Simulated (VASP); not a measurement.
Set up this calculation in VASP 6.6.1, as the native input.

```yaml
Task: dielectric tensor
Functional: PBE
Potentials_or_basis: VASP PAW PBE potentials, release 64 (Zn, S)
Cutoff: 520 eV
k_mesh: 6 × 6 × 4
Occupations: gaussian, width 0.01 eV
Spin: no spin polarisation
Dipole_correction: no
Further_INCAR_settings: ALGO = Normal; EDIFF = 1e-08
```

The structure of ZnS lies in POSCAR:

```
ZnS
1.0
    3.8110000000      0.0000000000      0.0000000000
   -1.9055000000      3.3004228100      0.0000000000
    0.0000000000      0.0000000000      6.2340000000
Zn S
2 2
Direct
    0.3333333343      0.6666666687      0.0000000000
    0.6666666672      0.3333333343      0.5000000000
    0.3333333343      0.6666666687      0.3850000000
    0.6666666672      0.3333333343      0.8850000000
```

The input as run:

INCAR

```
SYSTEM = ZnS
PREC = Accurate
ENCUT = 520
EDIFF = 1E-8
ISMEAR = 0
SIGMA = 0.01
LREAL = .False.
LASPH = .True.
NELM = 100
ALGO = Normal
ISIF = 2
LWAVE = .False.
LCHARG = .False.
GGA = PE
LEPSILON = .True.
```

KPOINTS

```
Automatic mesh
0
Gamma
  6 6 4
  0 0 0
```

Potentials or basis: VASP PAW PBE potentials, release 64 (Zn, S).

Run with:

```console
$ cat potpaw_PBE.64/Zn/POTCAR potpaw_PBE.64/S/POTCAR > POTCAR
$ mpirun -np 1 vasp_std > vasp.out
```

It gave:

- Band gap on the k mesh: 2.25 eV
- Electronic dielectric tensor (diagonal): 6.08, 6.08, 5.97
- Born charges (mean of the diagonal): Zn +2.01; S -2.01 e

Wall time 9.2 min on 1 thread of Intel Xeon 8259CL, with other jobs on the host, peak memory 0.36 GiB.
